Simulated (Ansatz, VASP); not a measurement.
**One calculation of Al2Cu, two programs**

```
Al Cu
1.0
    -2.99655    2.99655    2.41392
     2.99655   -2.99655    2.41392
     2.99655    2.99655   -2.41392
Al Cu
4 2
Direct
  0.15932 0.65932 0.81864
  0.65932 0.84068 0.50000
  0.84068 0.34068 0.18136
  0.34068 0.15932 0.50000
  0.81214 0.81214 0.00000
  0.31214 0.31214 0.00000
```

Change from the starting cell: all Cu atoms moved -0.300 Å, as atom 5 towards its neighbour atom 6 (Cu) at 2.414 Å.

Alike in both runs: task single point; functional PBEsol; k mesh 12 × 12 × 12; occupations gaussian, width 0.15 eV; no spin polarisation.

|  | VASP | Ansatz |
| --- | --- | --- |
| version | VASP 6.6.1 | Ansatz 0.2.0 |
| potentials or method | VASP PAW PBE potentials, release 64 (Al, Cu), cutoff 520 eV | scalar-relativistic, plane waves, PAW |
| valence electrons in the cell | 34 | 50 |

```tsv
	VASP	Ansatz	Ansatz less VASP
gap on the k mesh at the Fermi level (eV)	none	none	-
pressure (GPa)	1.8	1.8	-0.04
traceless stress, the component that is largest in VASP (GPa)	-2.08	-2.10	-0.022
rms of the force components (eV/Å)	0.464	0.464	+0.0001
```

VASP's potentials were made for PBE, not for PBEsol. Atom by atom the forces differ by 0.001 eV/Å (rms over components). A gap of «none» marks a metal or a gap that the smearing closes. VASP's potentials hold 34 valence electrons a cell and Ansatz's 50, so a difference there can come from the potentials and not from the codes.
